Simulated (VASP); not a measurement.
Set up this calculation in VASP 6.6.1, as the native input.

```
Task                   : single point
Functional             : PBEsol
Potentials or basis    : VASP PAW PBE potentials, release 64 (Li_sv, Y_sv)
Cutoff                 : 520 eV
k mesh                 : 8 × 8 × 8
Occupations            : gaussian, width 0.1 eV
Spin                   : no spin polarisation
Dipole correction      : no
Further INCAR settings : ALGO = Normal; EDIFF = 1e-06; NBANDS = 26
```

The structure of LiY3 lies in POSCAR:

```
LiY3
1.0
    0.0000000000      3.8998520000      3.8998520000
    3.8998520000      0.0000000000      3.8998520000
    3.8998520000      3.8998520000      0.0000000000
Li Y
1 3
Direct
    0.0000000000      0.0000000000      0.0000000000
    0.2500000000      0.2500000000      0.2500000000
    0.7500000000      0.7500000000      0.7500000000
    0.4884611006      0.5115388994      0.5115388994
```

This cell differs from its parent crystal: one atom moved.

These files were run (other wordings do the same):

INCAR

```
ALGO = Normal
EDIFF = 1E-6
ENCUT = 520
GGA = PS
ISIF = 2
ISMEAR = 0
LASPH = True
LCHARG = False
LREAL = False
LWAVE = False
NBANDS = 26
NELM = 100
PREC = Accurate
SIGMA = 0.1
```

KPOINTS

```
k-points
0
Gamma
  8 8 8
```

Potentials or basis: VASP PAW PBE potentials, release 64 (Li_sv, Y_sv).

Command:

```bash
$ cat potpaw_PBE.64/Li_sv/POTCAR potpaw_PBE.64/Y_sv/POTCAR > POTCAR
$ mpirun -np 1 vasp_std > vasp.out
```

It gave:

The largest force is 0.275 eV/Å and the band gap on the k mesh is zero (bands 18 and 19 overlap by 0.79 eV).

Caveat: the cell differs from its parent crystal (one atom moved); the PAW data sets were made with another functional, which shifts forces and pressure a little.

It took 2.1 min on 1 thread of Intel(R) Xeon(R) 6975P-C (Granite Rapids), with other jobs on the host, peak memory 0.36 GiB.
